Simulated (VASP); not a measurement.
# TePtSe3 (P4mm) in VASP: further runs

Runs on TePtSe3. Level: PBE. Tasks: relaxation of cell and atoms, single point.

Program: VASP 6.6.1. These are calculated values, not measurements. Logs are shortened: lines on timing, memory, paths and dates and some standing lists are left out, and cuts for length are marked.

### 1 The cell of the first run

The structure is tetragonal, space group P4mm (No. 99). The conventional cell has a = 5.517 Å, b = 5.517 Å, c = 4.489 Å, α = 90.00°, β = 90.00°, γ = 90.00°. Within 2.5 Å of Te (site symmetry 4mm) lie 1 Se at 1.88 Å. Pt (site symmetry 4mm) has 4 Se at 2.83 Å within 3.7 Å. Se (site symmetry 4mm) has 1 Te at 1.88 Å within 2.5 Å. Within 3.7 Å of Se (site symmetry 2mm) lie 2 Pt at 2.83 Å and 2 Te at 2.97 Å and 2 Se at 3.15 Å.

The cell was built from a structure type or drawn by symmetry, and may not be a known phase.

### 2 Relaxation of cell and atoms, PBE

File INCAR:

```
ALGO = Normal ; EDIFF = 1E-7
EDIFFG = -0.04 ; ENCUT = 600
GGA = PE ; IBRION = 2
ISIF = 3 ; ISMEAR = 0
LASPH = T ; LCHARG = F
LREAL = F ; LWAVE = F
NELM = 80 ; NSW = 90
PREC = Accurate ; SIGMA = 0.1
```

File KPOINTS:

```
k-points
0
Gamma
  4 4 4
```

File POSCAR:

```
TePtSe3
1.0
    5.5166350900      0.0000000000      0.0000000000
    0.0000000000      5.5166350900      0.0000000000
    0.0000000000      0.0000000000      4.4887457500
Te Pt Se
1 1 3
Direct
    0.0000000000      0.0000000000      0.8620782500
    0.5000000000      0.5000000000      0.2429787100
    0.0000000000      0.0000000000      0.4437938400
    0.0000000000      0.5000000000      0.1044977700
    0.5000000000      0.0000000000      0.1044977700
```

Potentials or basis: VASP PAW PBE potentials, release 64 (Te, Pt, Se).

Run with:

```sh
$ cat potpaw_PBE.64/Te/POTCAR potpaw_PBE.64/Pt/POTCAR potpaw_PBE.64/Se/POTCAR > POTCAR
$ mpirun -np 1 vasp_std > vasp.out
```

OUTCAR:

```text
EDIFF = 1E-7
   EDIFFG = -0.04
   ENCUT = 600
   GGA = PE
   IBRION = 2
   ISIF = 3
   ISMEAR = 0
   LASPH = T
   LREAL = F
   NELM = 80
   NSW = 90
   PREC = Accurate

 ion  position               nearest neighbor table
   1  0.000  0.000  0.862-   3 1.88   3 2.61   4 2.97   5 2.97   4 2.97   5 2.97
   2  0.500  0.500  0.243-   4 2.83   5 2.83   5 2.83   4 2.83
   3  0.000  0.000  0.444-   1 1.88   1 2.61
   4  0.000  0.500  0.104-   2 2.83   2 2.83   1 2.97   1 2.97
   5  0.500  0.000  0.104-   2 2.83   2 2.83   1 2.97   1 2.97

  LATTYP: Found a simple tetragonal cell.
 ALAT       =     5.5166350900
 C/A-ratio  =     0.8136745818

  Lattice vectors:

 A1 = (   5.5166350900,   0.0000000000,   0.0000000000)
 A2 = (   0.0000000000,   5.5166350900,   0.0000000000)
 A3 = (   0.0000000000,   0.0000000000,   4.4887457500)

Analysis of symmetry for initial positions (statically):
=====================================================================
 Subroutine PRICEL returns:
 Original cell was already a primitive cell.

 Routine SETGRP: Setting up the symmetry group for a
 simple tetragonal supercell.

 Subroutine GETGRP returns: Found  8 space group operations
 (whereof  8 operations were pure point group operations)
 out of a pool of 16 trial point group operations.

The static configuration has the point symmetry C_4v.

Analysis of symmetry for dynamics (positions and initial velocities):
=====================================================================
 Subroutine PRICEL returns:
 Original cell was already a primitive cell.

 Routine SETGRP: Setting up the symmetry group for a
 simple tetragonal supercell.

 Subroutine GETGRP returns: Found  8 space group operations
 (whereof  8 operations were pure point group operations)
 out of a pool of 16 trial point group operations.

The dynamic configuration has the point symmetry C_4v.

 Subroutine INISYM returns: Found  8 space group operations
 (whereof  8 operations are pure point group operations),
 and found     1 'primitive' translations

----------------------------------------------------------------------------------------

                                     Primitive cell

  volume of cell :     136.6072

  direct lattice vectors                    reciprocal lattice vectors
     5.516635090  0.000000000  0.000000000     0.181269920  0.000000000  0.000000000
     0.000000000  5.516635090  0.000000000     0.000000000  0.181269920  0.000000000
     0.000000000  0.000000000  4.488745750     0.000000000  0.000000000  0.222779381

[... 87 lines left out ...]
   NFREE  =      1    steps in history (QN), initial steepest desc. (CG)
   ISIF   =      3    stress and relaxation
   ISYM   =      2    0-nonsym 1-usesym 2-fastsym
   POTIM  = 0.5000    time-step for ionic-motion
   TEBEG  =    0.0;   TEEND  =   0.0 temperature during run
   PSTRESS=    0.0 pullay stress
   NELECT =      34.0000    total number of electrons
   NUPDOWN=      -1.0000    fix difference up-down
   EMIN   =  10.00;   EMAX   =-10.00  energy-range for DOS
   EFERMI =   0.00;   METHOD = LEGACY
   ISMEAR =     0;   SIGMA  =   0.10  broadening in eV -4-tet -1-fermi 0-gaus
   EFERMI_NEDOS =   21; number of points for ismear=-14 and -15
   IALGO  =     38    algorithm
   IMIX   =      4    mixing-type and parameters
     AMIX     =   0.40;   BMIX     =  1.00
     AMIX_MAG =   1.60;   BMIX_MAG =  1.00
  volume/ion in A,a.u.               =      27.32       184.37
  Fermi-wavevector in a.u.,A,eV,Ry     =   1.029777  1.945997 14.428178  1.060441
  Thomas-Fermi vector in A             =   2.163842
   LORBIT       =      0    0 simple, 1 ext, 2 COOP (PROOUT), +10 PAW based schemes
   GGA     = PE    functional components
   LHFCALC =     F    Hartree Fock is set to
   AEXX    =    0.0000 exact exchange contribution
   IVDW    =     0    specifies the selected vdW correction
   LEPSILON=     F    determine dielectric tensor
   LRPA    =     F    only Hartree local field effects (RPA)
 conjugate gradient relaxation of ions
 non-spin polarized calculation
 Gauss-broadening in eV      SIGMA  =   0.10
  energy-cutoff  :      600.00
  volume of cell :      136.61
 maximum number of plane-waves:      4588
 NGX is ok and might be reduce to    48
   NGX = 23   NGY = 23   NGZ = 17

--------------------------------------- Ionic step        1  -------------------------------------------

 number of electron      34.0000001 magnetization

 Free energy of the ion-electron system (eV)
  ---------------------------------------------------
  ext. energy  EPLUGINS =         0.00000000
  ---------------------------------------------------
  free energy    TOTEN  =       -11.66575574 eV

  energy without entropy =      -11.64238833  energy(sigma->0) =      -11.65407204

------------------------ aborting loop because EDIFF is reached ----------------------------------------

  FORCE on cell =-STRESS in cart. coord.  units (eV):
  Direction    XX          YY          ZZ          XY          YZ          ZX
  --------------------------------------------------------------------------------------
  -------------------------------------------------------------------------------------
  Total       -6.0161151     -6.0161151     56.9637174      0.0000000      0.0000000      0.0000000
  in kB      -70.5591262    -70.5591262    668.0906343      0.0000000      0.0000000      0.0000000
  external PRESSURE =     175.6574606 kB  Pullay stress =       0.0000000 kB
[... 98 lines left out ...]
  FREE ENERGIE OF THE ION-ELECTRON SYSTEM (eV)
  ---------------------------------------------------
  free  energy   TOTEN  =        -7.9238373498 eV

  energy  without entropy=       -7.8921188799  energy(sigma->0) =       -7.90797811

[... ionic steps 4 to 61 ...]

--------------------------------------- Ionic step       62  -------------------------------------------

 number of electron      33.9999997 magnetization

------------------------ aborting loop because EDIFF is reached ----------------------------------------
[... 73 lines left out ...]
--------------------------------------- Ionic step       64  -------------------------------------------

 number of electron      33.9999999 magnetization

 Free energy of the ion-electron system (eV)
  ---------------------------------------------------
  ext. energy  EPLUGINS =         0.00000000
  ---------------------------------------------------
  free energy    TOTEN  =       -18.87818744 eV

  energy without entropy =      -18.87526777  energy(sigma->0) =      -18.87672760

 E-fermi :   2.5401     XC(G=0):  -8.2538

 val. band max:        2.4920772706   @ k =   0.2500   0.2500   0.0000
 cond. band min:       2.7593299923   @ k =   0.5000   0.0000   0.0000
 fundamental gap:      0.2672527218
 Fermi energy:         2.5401120295

 k-point     1 :       0.0000    0.0000    0.0000
  band No.  band energies     occupation
      1     -12.3647      2.00000
      2     -10.3490      2.00000
      3     -10.2513      2.00000
      4      -7.4961      2.00000
      5      -2.9768      2.00000
      6      -2.9768      2.00000
[... 453 lines left out ...]
  FREE ENERGIE OF THE ION-ELECTRON SYSTEM (eV)
  ---------------------------------------------------
  free  energy   TOTEN  =       -18.8781874446 eV

  energy  without entropy=      -18.8752677652  energy(sigma->0) =      -18.87672760

 reached required accuracy - stopping structural energy minimisation
```

It took 39 min on 1 thread of AMD EPYC 7R13 (Zen 3), shared host; peak memory 0.32 GiB.

What came out:

- Free energy: -18.8782 eV
- Relaxed volume: 31.95 Å³/atom
- Relaxed cell: a = 5.019 Å, b = 5.019 Å, c = 6.341 Å, α = 90.00°, β = 90.00°, γ = 90.00°
- Space group after relaxing (to 0.1 Å): P4mm (No. 99)
- Pressure after relaxing: 0.0 GPa
- Largest force after relaxing: 0.039 eV/Å
- Band gap on the k mesh: zero (bands 17 and 18 overlap by 2.25 eV)

Forces in eV/Å, atoms in the order of the input:
```
Te   0.000  0.000  0.019
Pt   0.000  0.000 -0.019
Se   0.000  0.000  0.039
Se   0.000  0.000 -0.020
Se   0.000  0.000 -0.020
```

Final structure:
```
CELL_PARAMETERS angstrom
5.01927 0.00000 0.00000
0.00000 5.01927 0.00000
0.00000 0.00000 6.34108
ATOMIC_POSITIONS crystal
Te 0.00000 0.00000 0.89392
Pt 0.50000 0.50000 0.13995
Se 0.00000 0.00000 0.51436
Se 0.00000 0.50000 0.10481
Se 0.50000 0.00000 0.10481
```

Caveat: the volume moved by over 15 % at a fixed basis, so the end points are rough; spin-orbit coupling is left out, which moves the levels of the heavy elements.

### 3 Single point, PBE, collinear spin

File INCAR:

```
SYSTEM = TePtSe3
PREC = Accurate
ENCUT = 520
EDIFF = 1E-7
ISMEAR = 0
SIGMA = 0.1
LREAL = .False.
LASPH = .True.
NELM = 150
ALGO = Normal
ISIF = 2
LWAVE = .False.
LCHARG = .False.
ISPIN = 2
MAGMOM = 0 1 0 0 0
LORBIT = 11
LMAXMIX = 4
GGA = PE
NBANDS = 29
```

File KPOINTS:

```
regular mesh
0
Gamma
  4 4 4
  0 0 0
```

POSCAR is that of step 2.

Potentials or basis: VASP PAW PBE potentials, release 64 (Te, Pt, Se).

Run with:

```sh
$ cat potpaw_PBE.64/Te/POTCAR potpaw_PBE.64/Pt/POTCAR potpaw_PBE.64/Se/POTCAR > POTCAR
$ mpirun -np 1 vasp_std > vasp.out
```

Wall time 2.5 min (1 thread of AMD EPYC 7R13 (Zen 3), shared host); peak memory 0.32 GiB.

Results (log left out):

```
Free energy                                           : -11.6653 eV
Pressure                                              : 17.6 GPa
Largest force                                         : 23.778 eV/Å
Band gap on the k mesh                                : zero (filled and empty bands overlap)
Net moment                                            : 0.00 μB per cell
Valence electrons inside the program's atomic spheres : Te 3.73; Pt 8.81; Se 4.28, 3.68 (each value once)
```

Forces in eV/Å, atoms in the order of the input:
```
Te    0.000   0.000  23.778
Pt    0.000   0.000  -1.408
Se    0.000   0.000 -23.221
Se    0.000   0.000   0.426
Se    0.000   0.000   0.426
```

Stress tensor (GPa, compression positive):
```
-7.07  0.00  0.00
 0.00 -7.07  0.00
 0.00  0.00 66.80
```

Levels at points of the mesh, in eV from the Fermi level:
Spin up:
| k point | band 14 | band 15 | band 16 | band 17 | band 18 | band 19 | band 20 | band 21 |
| --- | --- | --- | --- | --- | --- | --- | --- | --- |
| (0.00, 0.00, 0.00) | -0.65 | -0.59 | -0.41 | -0.41 | -0.17 | 0.65 | 1.45 | 1.45 |
| (0.50, 0.00, 0.00) | -0.96 | -0.62 | -0.49 | -0.46 | -0.24 | 1.64 | 2.70 | 3.53 |
| (0.50, 0.50, 0.00) | -1.04 | -0.72 | -0.72 | 0.41 | 2.10 | 2.80 | 2.80 | 3.90 |
| (0.00, 0.00, 0.50) | -0.58 | -0.51 | -0.38 | -0.38 | 0.11 | 1.14 | 3.74 | 3.74 |
| (0.50, 0.00, 0.50) | -0.79 | -0.56 | -0.48 | -0.25 | 0.15 | 0.36 | 3.02 | 3.76 |
| (0.50, 0.50, 0.50) | -0.78 | -0.78 | -0.47 | -0.02 | -0.02 | 0.77 | 1.82 | 2.08 |
Spin down:
| k point | band 13 | band 14 | band 15 | band 16 | band 17 | band 18 | band 19 | band 20 | band 21 | band 22 |
| --- | --- | --- | --- | --- | --- | --- | --- | --- | --- | --- |
| (0.00, 0.00, 0.00) | -0.65 | -0.65 | -0.59 | -0.41 | -0.41 | -0.17 | 0.65 | 1.45 | 1.45 | 4.63 |
| (0.50, 0.00, 0.00) | -1.17 | -0.96 | -0.62 | -0.49 | -0.46 | -0.24 | 1.64 | 2.70 | 3.53 | 4.79 |
| (0.50, 0.50, 0.00) | -1.45 | -1.04 | -0.72 | -0.72 | 0.41 | 2.10 | 2.80 | 2.80 | 3.91 | 5.13 |
| (0.00, 0.00, 0.50) | -1.63 | -0.58 | -0.51 | -0.38 | -0.38 | 0.11 | 1.14 | 3.74 | 3.74 | 4.20 |
| (0.50, 0.00, 0.50) | -1.17 | -0.79 | -0.56 | -0.48 | -0.25 | 0.15 | 0.36 | 3.02 | 3.76 | 4.12 |
| (0.50, 0.50, 0.50) | -1.11 | -0.78 | -0.78 | -0.47 | -0.02 | -0.02 | 0.77 | 1.82 | 2.08 | 4.12 |

Caveat: the cell stands under pressure; spin-orbit coupling is left out, which moves the levels of the heavy elements; forces of over 1 eV/Å act on the atoms, so gaps and moduli don't describe the material at rest.
